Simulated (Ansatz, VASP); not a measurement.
SnTe in VASP and in Ansatz

```xyz
2
Lattice="0.0000 3.1881 3.1565 3.1881 0.0000 3.1565 3.1881 3.1881 0.0000" Properties=species:S:1:pos:R:3 pbc="T T T"
Sn    0.0000    0.0000    0.0000
Te    3.1881    3.1881    3.1565
```

Change from the starting cell: strain +0.0100 x Voigt [1, 1, 0, 0, 0, 0], atoms carried along.

Alike in both runs: task single point; functional PBEsol; k mesh 10 × 10 × 10; occupations gaussian, width 0.03 eV; no spin polarisation.

|  | VASP | Ansatz |
| --- | --- | --- |
| version | VASP 6.6.1 | Ansatz 0.2.0 |
| potentials or method | VASP PAW PBE potentials, release 64 (Sn_d, Te), cutoff 500 eV | scalar-relativistic, plane waves, PAW |
| valence electrons in the cell | 20 | 30 |

```csv
,VASP,Ansatz,Ansatz less VASP
gap on the k mesh at the Fermi level (eV),0.07,0.07,-0.001
least direct gap on the mesh (eV),0.07,0.07,-0.001
pressure (GPa),-1.4,-1.4,+0.02
"traceless stress, the component that is largest in VASP (GPa)",0.79,0.79,-0.003
```

VASP's potentials were made for PBE, not for PBEsol. With one functional, cell and mesh, what is left measures potentials, basis and numerics. VASP's potentials hold 20 valence electrons a cell and Ansatz's 30, so a difference there can come from the potentials and not from the codes.

Spin-orbit coupling is off throughout.
